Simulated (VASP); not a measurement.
# Zn (P1) in VASP: further runs

Zn is run at these levels: PBEsol; tasks: single point.

Everything below comes from runs of VASP 6.6.1. Logs are shortened: lines on timing, memory, paths and dates and some standing lists are left out, and cuts for length are marked.

**1. The cell of the first run**

The typed cell holds 4 atoms: a = 5.340 Å, b = 2.670 Å, c = 4.966 Å, α = 90.00°, β = 90.00°, γ = 120.00°.

**2. Single point, PBEsol**

INCAR

```
SYSTEM = Zn
PREC = Accurate
ENCUT = 520
EDIFF = 1E-7
ISMEAR = -1
SIGMA = 0.08
LREAL = .FALSE.
LASPH = .TRUE.
NELM = 60
ALGO = Normal
ISIF = 2
LWAVE = .FALSE.
LCHARG = .TRUE.
GGA = PS
LELF = .TRUE.
LVHAR = .TRUE.
NBANDS = 32
```

KPOINTS

```
regular mesh
0
G
  4 8 4
  0 0 0
```

POSCAR

```
Zn
1.0
    5.3400000000      0.0000000000      0.0000000000
   -1.3350000000      2.3122878281      0.0000000000
    0.0000000000      0.0000000000      4.9660000000
Zn
4
Direct
    0.1577085648      0.6661765812      0.2407307692
    0.6262619513      0.6040013631      0.2321431736
    0.3369277692      0.2754968444      0.7612488925
    0.8296994606      0.3901131983      0.7528757551
```

Potentials or basis: VASP PAW PBE potentials, release 64 (Zn).

The run is started by

```console
cat potpaw_PBE.64/Zn/POTCAR > POTCAR
mpirun -np 1 vasp_std > vasp.out
```

OUTCAR:

```text
SYSTEM = Zn
   PREC = Accurate
   ENCUT = 520
   EDIFF = 1E-7
   ISMEAR = -1
   LREAL = .FALSE.
   LASPH = .TRUE.
   NELM = 60
   ISIF = 2
   GGA = PS

 ion  position               nearest neighbor table
   1  0.158  0.666  0.241-   2 2.50   2 2.59   2 2.76   3 2.77   2 2.84   4 2.86   3 2.94   3 2.95
                             4 2.96
   2  0.626  0.604  0.232-   1 2.50   1 2.59   3 2.70   1 2.76   4 2.79   1 2.84   3 2.95   4 2.97
                             4 3.00
   3  0.337  0.275  0.761-   4 2.49   4 2.55   2 2.70   1 2.77   4 2.82   4 2.87   1 2.94   1 2.95
                             2 2.95
   4  0.830  0.390  0.753-   3 2.49   3 2.55   2 2.79   3 2.82   1 2.86   3 2.87   1 2.96   2 2.97
                             2 3.00

  Warning from LATTYP: Monoclinic adjustment (A1->A3, A2->A1, A3->A2)!
  LATTYP: Found a simple orthorhombic cell.
 ALAT       =     2.6700000000
 B/A-ratio  =     1.7320508076
 C/A-ratio  =     1.8599250936

  Lattice vectors:

 A1 = (   1.3350000000,  -2.3122878281,   0.0000000000)
 A2 = (   4.0050000000,   2.3122878281,   0.0000000000)
 A3 = (   0.0000000000,   0.0000000000,   4.9660000000)

Analysis of symmetry for initial positions (statically):
=====================================================================
 Subroutine PRICEL returns:
 Original cell was already a primitive cell.

 Routine SETGRP: Setting up the symmetry group for a
 simple orthorhombic supercell.

 Subroutine GETGRP returns: Found  1 space group operations
 (whereof  1 operations were pure point group operations)
 out of a pool of  8 trial point group operations.

The static configuration has the point symmetry C_1 .

Analysis of symmetry for dynamics (positions and initial velocities):
=====================================================================
 Subroutine PRICEL returns:
 Original cell was already a primitive cell.

 Routine SETGRP: Setting up the symmetry group for a
 simple orthorhombic supercell.

 Subroutine GETGRP returns: Found  1 space group operations
 (whereof  1 operations were pure point group operations)
 out of a pool of  8 trial point group operations.

The dynamic configuration has the point symmetry C_1 .

 Subroutine INISYM returns: Found  1 space group operations
 (whereof  1 operations are pure point group operations),
 and found     1 'primitive' translations

----------------------------------------------------------------------------------------

                                     Primitive cell

  volume of cell :      61.3183

  direct lattice vectors                    reciprocal lattice vectors
     5.340000000  0.000000000  0.000000000     0.187265918  0.108118028  0.000000000
    -1.335000000  2.312287828  0.000000000     0.000000000  0.432472112  0.000000000
     0.000000000  0.000000000  4.966000000     0.000000000  0.000000000  0.201369311

  length of vectors
     5.340000000  2.670000000  4.966000000     0.216236056  0.432472112  0.201369311

  position of ions in fractional coordinates (direct lattice)
     0.157708565  0.666176581  0.240730769
     0.626261951  0.604001363  0.232143174
     0.336927769  0.275496844  0.761248892
     0.829699461  0.390113198  0.752875755

  ion indices of the primitive-cell ions
   primitive index   ion index
                 1           1
                 2           2
                 3           3
                 4           4

----------------------------------------------------------------------------------------

 KPOINTS: regular mesh

Automatic generation of k-mesh.
 Grid dimensions read from file:
 generate k-points for:    4    8    4

 Generating k-lattice:

  Cartesian coordinates                     Fractional coordinates (reciprocal lattice)
     0.046816479  0.027029507  0.000000000     0.250000000  0.000000000  0.000000000
     0.000000000  0.054059014  0.000000000     0.000000000  0.125000000  0.000000000
     0.000000000  0.000000000  0.050342328     0.000000000  0.000000000  0.250000000

  Length of vectors
     0.054059014  0.054059014  0.050342328

  Shift w.r.t. Gamma in fractional coordinates (k-lattice)
     0.000000000  0.000000000  0.000000000

 Subroutine IBZKPT returns following result:
 ===========================================

 Found     68 irreducible k-points:

 Following reciprocal coordinates:
            Coordinates               Weight
  0.000000  0.000000  0.000000      1.000000
  0.250000  0.000000  0.000000      2.000000
  0.500000  0.000000  0.000000      1.000000
  0.000000  0.125000  0.000000      2.000000
 -0.250000  0.125000  0.000000      2.000000
  0.250000  0.125000  0.000000      2.000000
[... 16 lines left out ...]
  0.000000  0.125000  0.250000      2.000000
 -0.250000  0.125000 -0.250000      2.000000
 [... further k-points ...]
   k-points           NKPTS =     68   k-points in BZ     NKDIM =     68   number of bands    NBANDS=     32
   number of dos      NEDOS =    301   number of ions     NIONS =      4
   total plane-waves  NPLWV =  32000
   dimension x,y,z NGX =    40 NGY =   20 NGZ =   40
   dimension x,y,z NGXF=    80 NGYF=   40 NGZF=   80
   ions per type =               4
   NGX,Y,Z   is equivalent  to a cutoff of  12.45, 12.45, 13.39 a.u.
   NGXF,Y,Z  is equivalent  to a cutoff of  24.91, 24.91, 26.78 a.u.
 SYSTEM =  Zn
   PREC   = accura    normal or accurate (medium, high low for compatibility)
   ISTART =      0    job   : 0-new  1-cont  2-samecut
   ICHARG =      2    charge: 1-file 2-atom 10-const
   ISPIN  =      1    spin polarized calculation?
   LNONCOLLINEAR =      F non collinear calculations
   LSORBIT =      F    spin-orbit coupling
   LASPH  =      T    aspherical Exc in radial PAW
   ENCUT  =  520.0 eV  38.22 Ry    6.18 a.u.   9.93  4.96  9.23*2*pi/ulx,y,z
   NELM   =     60;   NELMIN=  2; NELMDL= -5     # of ELM steps
   EDIFF  = 0.1E-06   stopping-criterion for ELM
   LREAL  =      F    real-space projection
   EDIFFG = 0.1E-05   stopping-criterion for IOM
   NSW    =      0    number of steps for IOM
   IBRION =     -1    ionic relax: 0-MD 1-quasi-New 2-CG
   NFREE  =      0    steps in history (QN), initial steepest desc. (CG)
   ISIF   =      2    stress and relaxation
   ISYM   =      2    0-nonsym 1-usesym 2-fastsym
   POTIM  = 0.5000    time-step for ionic-motion
   TEBEG  =    0.0;   TEEND  =   0.0 temperature during run
   PSTRESS=    0.0 pullay stress
   NELECT =      48.0000    total number of electrons
   NUPDOWN=      -1.0000    fix difference up-down
   EMIN   =  10.00;   EMAX   =-10.00  energy-range for DOS
   EFERMI =   0.00;   METHOD = LEGACY
   ISMEAR =    -1;   SIGMA  =   0.08  broadening in eV -4-tet -1-fermi 0-gaus
   EFERMI_NEDOS =   21; number of points for ismear=-14 and -15
   IALGO  =     38    algorithm
   IMIX   =      4    mixing-type and parameters
     AMIX     =   0.40;   BMIX     =  1.00
     AMIX_MAG =   1.60;   BMIX_MAG =  1.00
  volume/ion in A,a.u.               =      15.33       103.45
  Fermi-wavevector in a.u.,A,eV,Ry     =   1.508778  2.851177 30.972445  2.276410
  Thomas-Fermi vector in A             =   2.619187
   LORBIT       =      0    0 simple, 1 ext, 2 COOP (PROOUT), +10 PAW based schemes
   GGA     = PS    functional components
   LHFCALC =     F    Hartree Fock is set to
   AEXX    =    0.0000 exact exchange contribution
   IVDW    =     0    specifies the selected vdW correction
   LEPSILON=     F    determine dielectric tensor
   LRPA    =     F    only Hartree local field effects (RPA)
 non-spin polarized calculation
  energy-cutoff  :      520.00
  volume of cell :       61.32
 maximum number of plane-waves:      1684
   NGX = 19   NGY =  9   NGZ = 19

 number of electron      48.0000004 magnetization

 Free energy of the ion-electron system (eV)
  ---------------------------------------------------
  ext. energy  EPLUGINS =         0.00000000
  ---------------------------------------------------
  free energy    TOTEN  =        -6.06732674 eV

  energy without entropy =       -6.04422385  energy(sigma->0) =       -6.05577530

 E-fermi :   2.7612     XC(G=0): -11.6451

 val. band max:        2.7538488160   @ k =   0.0000   0.3750   0.0000
 cond. band min:       2.8092922970   @ k =  -0.2500   0.2500   0.5000
 fundamental gap:      0.0554434810
 Fermi energy:         2.7612101547

 k-point     1 :       0.0000    0.0000    0.0000
  band No.  band energies     occupation
      1      -7.5114      2.00000
      2      -5.7153      2.00000
      3      -5.4946      2.00000
      4      -5.3543      2.00000
      5      -5.2625      2.00000
      6      -5.0340      2.00000
[... 24 lines left out ...]
     31      16.4031      0.00000
     32      16.5507      0.00000

 k-point     2 :       0.2500    0.0000    0.0000
  band No.  band energies     occupation
      1      -7.0604      2.00000
      2      -5.5347      2.00000
      3      -5.4525      2.00000
      4      -5.3472      2.00000
      5      -5.1762      2.00000
      6      -5.0110      2.00000
[... 24 lines left out ...]
     31      15.2603      0.00000
     32      16.6189      0.00000

 k-point     3 :       0.5000    0.0000    0.0000
  band No.  band energies     occupation
      1      -6.0565      2.00000
      2      -5.7168      2.00000
      3      -5.3331      2.00000
      4      -5.2777      2.00000
      5      -5.0145      2.00000
      6      -4.9567      2.00000
[... 24 lines left out ...]
     31      15.3454      0.00000
     32      15.6523      0.00000

 k-point     4 :       0.0000    0.1250    0.0000
  band No.  band energies     occupation
      1      -7.0610      2.00000
      2      -5.5412      2.00000
      3      -5.3617      2.00000
      4      -5.2286      2.00000
      5      -5.2087      2.00000
      6      -4.9931      2.00000
[... 654 lines left out ...]
     31      13.7433      0.00000
     32      14.0267      0.00000

 k-point    23 :       0.0000    0.1250    0.2500
  band No.  band energies     occupation
      1      -6.7136      2.00000
      2      -5.5571      2.00000
      3      -5.3852      2.00000
      4      -5.3115      2.00000
      5      -5.1422      2.00000
      6      -5.0597      2.00000
[... 24 lines left out ...]
     31      12.7267      0.00000
     32      13.5284      0.00000

 k-point    24 :      -0.2500    0.1250   -0.2500
  band No.  band energies     occupation
      1      -6.7142      2.00000
      2      -5.5592      2.00000
      3      -5.3871      2.00000
      4      -5.3127      2.00000
      5      -5.1362      2.00000
      6      -5.0600      2.00000
[... 24 lines left out ...]
     31      12.7187      0.00000
     32      13.5223      0.00000

 [... further k-points ...]
[... 5 lines left out ...]
  --------------------------------------------------------------------------------------
  -------------------------------------------------------------------------------------
  Total       -0.6563194     -0.9122603     -2.4254048      0.2676552      0.0279145      0.0539839
  in kB      -17.1488885    -23.8363347    -63.3730998      6.9935295      0.7293749      1.4105376
  external PRESSURE =     -34.7861077 kB  Pullay stress =       0.0000000 kB

 VOLUME and BASIS-vectors are now :
 -----------------------------------------------------------------------------
  energy-cutoff  :      520.00
  volume of cell :       61.32
      direct lattice vectors                 reciprocal lattice vectors
     5.340000000  0.000000000  0.000000000     0.187265918  0.108118028  0.000000000
    -1.335000000  2.312287828  0.000000000     0.000000000  0.432472112  0.000000000
     0.000000000  0.000000000  4.966000000     0.000000000  0.000000000  0.201369311

 POSITION                                       TOTAL-FORCE (eV/Angst)
 -----------------------------------------------------------------------------------
     -0.04718      1.54039      1.19547        -0.515065     -0.438311      0.166789
      2.53790      1.39663      1.15282         0.597552      0.495183      0.247096
      1.43141      0.63703      3.78036        -0.445131      0.183469     -0.270315
      3.90979      0.90205      3.73878         0.362644     -0.240341     -0.143570
 -----------------------------------------------------------------------------------
    total drift:                                0.000611      0.000226     -0.000835

  FREE ENERGIE OF THE ION-ELECTRON SYSTEM (eV)
  ---------------------------------------------------
  free  energy   TOTEN  =        -6.0673267435 eV

  energy  without entropy=       -6.0442238503  energy(sigma->0) =       -6.05577530
```

Wall time 1.8 min (1 thread of Intel Xeon 6975P-C, shared host); peak memory 0.23 GiB.

Results:

| Property | Result |
| --- | --- |
| Free energy | -6.0673 eV |
| Pressure | -3.5 GPa |
| Largest force | 0.814 eV/Å |
| Band gap on the k mesh | zero (band 24 reaches 4.25 eV, above the bottom of band 25 at 0.65 eV) |

Forces on the atoms (eV/Å):
```
Zn  -0.515 -0.438  0.167
Zn   0.598  0.495  0.247
Zn  -0.445  0.183 -0.270
Zn   0.363 -0.240 -0.144
```

Stress tensor (GPa, compression positive):
```
-1.71  0.70  0.14
 0.70 -2.38  0.07
 0.14  0.07 -6.34
```

Levels at points of the mesh, in eV from the Fermi level:
```tsv
k point	band 21	band 22	band 23	band 24	band 25	band 26	band 27	band 28
(0.00, 0.00, 0.00)	-6.75	-3.50	-3.01	-2.57	-2.11	2.92	3.92	3.98
(0.50, 0.00, 0.00)	-6.96	-6.95	-1.92	-1.62	-1.27	-0.81	6.62	7.05
(0.00, 0.50, 0.00)	-2.92	-2.64	-2.15	-1.78	2.43	2.79	3.31	3.62
(0.50, 0.50, 0.00)	-4.04	-4.04	1.22	1.49	2.11	2.70	3.17	3.25
(0.00, 0.00, 0.50)	-6.85	-6.75	-1.82	-1.78	0.31	0.34	4.28	5.01
(0.50, 0.00, 0.50)	-6.43	-6.13	-6.04	-5.75	5.78	6.23	6.52	6.69
(0.00, 0.50, 0.50)	-1.91	-1.77	-1.68	-1.55	0.07	0.17	0.18	0.36
(0.50, 0.50, 0.50)	-2.95	-2.71	-2.49	-2.24	3.74	4.12	4.34	4.68
```

Caveat: the PAW data sets were made with another functional, which shifts forces and pressure a little.

**3. Single point, PBEsol**

INCAR

```
ALGO = Normal
EDIFF = 1E-6
ENCUT = 520
GGA = PS
ISIF = 2
ISMEAR = -1
LASPH = T
LCHARG = T
LELF = T
LREAL = F
LVHAR = T
LWAVE = F
NBANDS = 32
NELM = 80
PREC = Accurate
SIGMA = 0.08
```

KPOINTS

```
k-points
0
Gamma
  4 8 4
```

POSCAR

```
Zn
1.0
    5.3400000000      0.0000000000      0.0000000000
   -1.3350000000      2.3122878281      0.0000000000
    0.0000000000      0.0000000000      4.9660000000
Zn
4
Direct
    0.1512580485      0.6607378119      0.2313626661
    0.6238308099      0.5770311048      0.2217942006
    0.3374932592      0.2638015011      0.7561949255
    0.8183242363      0.4012048105      0.7550072493
```

Potentials or basis: VASP PAW PBE potentials, release 64 (Zn).

The run is started by

```console
cat potpaw_PBE.64/Zn/POTCAR > POTCAR
mpirun -np 1 vasp_std > vasp.out
```

Run time: 87 s. Hardware: 1 thread of Intel Xeon 6975P-C, shared host; peak memory 0.23 GiB.

The run converged. Its results:

| Item | Value |
| --- | --- |
| Free energy | -5.9824 eV |
| Pressure | -2.5 GPa |
| Largest force | 0.899 eV/Å |
| Band gap on the k mesh | zero (band 24 reaches 4.30 eV, above the bottom of band 25 at 0.66 eV) |

Forces in eV/Å, atoms in the order of the input:
```
Zn  -0.440 -0.486  0.221
Zn   0.461  0.559  0.385
Zn  -0.825  0.082 -0.349
Zn   0.803 -0.154 -0.256
```

Stress tensor (GPa, compression positive):
```
 0.17  1.01  0.01
 1.01 -1.96  0.18
 0.01  0.18 -5.85
```

Levels at points of the mesh, in eV from the Fermi level:
| k point | band 22 | band 23 | band 24 | band 25 | band 26 | band 27 |
| --- | --- | --- | --- | --- | --- | --- |
| (0.00, 0.00, 0.00) | -3.47 | -2.97 | -2.60 | -2.08 | 2.92 | 3.94 |
| (0.50, 0.00, 0.00) | -6.89 | -1.91 | -1.58 | -1.26 | -0.75 | 6.73 |
| (0.00, 0.50, 0.00) | -2.61 | -2.17 | -1.71 | 2.42 | 2.87 | 3.24 |
| (0.50, 0.50, 0.00) | -4.03 | 1.21 | 1.56 | 1.93 | 2.58 | 3.14 |
| (0.00, 0.00, 0.50) | -6.76 | -1.84 | -1.78 | 0.36 | 0.39 | 4.17 |
| (0.50, 0.00, 0.50) | -6.17 | -5.97 | -5.63 | 5.70 | 6.16 | 6.60 |
| (0.00, 0.50, 0.50) | -1.79 | -1.65 | -1.51 | 0.10 | 0.13 | 0.24 |
| (0.50, 0.50, 0.50) | -2.73 | -2.43 | -2.09 | 3.48 | 3.93 | 4.25 |

Caveat: the PAW data sets were made with another functional, which shifts forces and pressure a little.
